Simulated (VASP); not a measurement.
Input of a VASP 6.6.1 run:

The input INCAR:

```
PREC = Accurate
ENCUT = 520
EDIFF = 1E-6
ISMEAR = -1
SIGMA = 0.05
LREAL = F
LASPH = T
NELM = 150
ALGO = Normal
ISIF = 2
LWAVE = F
LCHARG = F
ISPIN = 2
MAGMOM = 0.458 0.458
LORBIT = 11
LMAXMIX = 4
GGA = PE
NBANDS = 21
```

Contents of KPOINTS:

```
regular mesh
0
Gamma
  15 15 15
```

POSCAR

```
Pd
1.0
    0.0000000000      2.8649925802      2.8649925802
    2.8649925802      0.0000000000      2.8649925802
    2.8649925802      2.8649925802      0.0000000000
Pd
2
Direct
    0.1250000000      0.1250000000      0.1250000000
    0.8750000000      0.8750000000      0.8750000000
```

Potentials or basis: VASP PAW PBE potentials, release 64 (Pd).

Launch:

```console
$ cat potpaw_PBE.64/Pd/POTCAR > POTCAR
$ mpirun -np 1 vasp_std > vasp.out
```

**Question.** Predict the net moment.

**Answer.** 0.96 μB per cell.

**Question.** Estimate the pressure.

**Answer.** 2.7 GPa.

**Question.** Estimate the site moments.

**Answer.** Pd +0.47 μB.
